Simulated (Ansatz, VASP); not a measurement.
## H: VASP beside Ansatz

INCAR

```
PREC     = Accurate       # precision mode
ENCUT    = 520            # plane-wave cutoff, eV
EDIFF    = 1E-6           # SCF threshold, eV
ISMEAR   = 0              # smearing method
SIGMA    = 0.05           # smearing width, eV
LREAL    = False          # projectors in reciprocal space
LASPH    = True           # aspherical terms in the spheres
NELM     = 80             # most SCF steps
ALGO     = Normal         # electronic algorithm
ISIF     = 2              # what is computed and relaxed
LWAVE    = False          # write WAVECAR
LCHARG   = True           # write CHGCAR
GGA      = PS             # functional
LELF     = True           # ELF
LVHAR    = True         
NBANDS   = 6              # bands
```

Contents of KPOINTS:

```
Automatic mesh
0
Gamma
  10 10 26
```

The input POSCAR:

```
H
1.0
    2.7556242885      0.0000000000      0.0000000000
    0.0000000000      2.7556242885      0.0000000000
    0.0000000000      0.0000000000      0.9020534864
H
1
Direct
    0.0000000000      0.0000000000      0.5000000000
```

Input for Ansatz:

```yaml
crystal:
  lattice:
    - [2.7556242885, 0.0, 0.0]
    - [0.0, 2.7556242885, 0.0]
    - [0.0, 0.0, 0.9020534864]
  atoms:
    - { symbol: H, position: [0.0, 0.0, 0.5] }
basis:
  ecutwfc: 420
kpoints:
  mp_grid: { grid: [10, 10, 26] }
hamiltonian:
  xc: pbesol
scf:
  occupations: { method: gaussian, width: 0.05 }
output:
  forces: true
  stress: true
  eigenvalues: true
```

Change from the starting cell: strain +0.040 along x and y, -0.080 along z, atoms carried along.

Alike in both runs: task single point; functional PBEsol; k mesh 10 × 10 × 26; occupations gaussian, width 0.05 eV; no spin polarisation.

|  | VASP | Ansatz |
| --- | --- | --- |
| version | VASP 6.6.1 | Ansatz 0.2.0 |
| potentials or method | VASP PAW PBE potentials, release 64 (H), cutoff 520 eV | scalar-relativistic, plane waves, PAW |
| valence electrons in the cell | 1 | 1 |

```tsv
	VASP	Ansatz	Ansatz less VASP
pressure (GPa)	11.3	11.6	+0.27
traceless stress, the component that is largest in VASP (GPa)	21.62	21.55	-0.070
```

VASP's potentials were made for PBE, not for PBEsol.
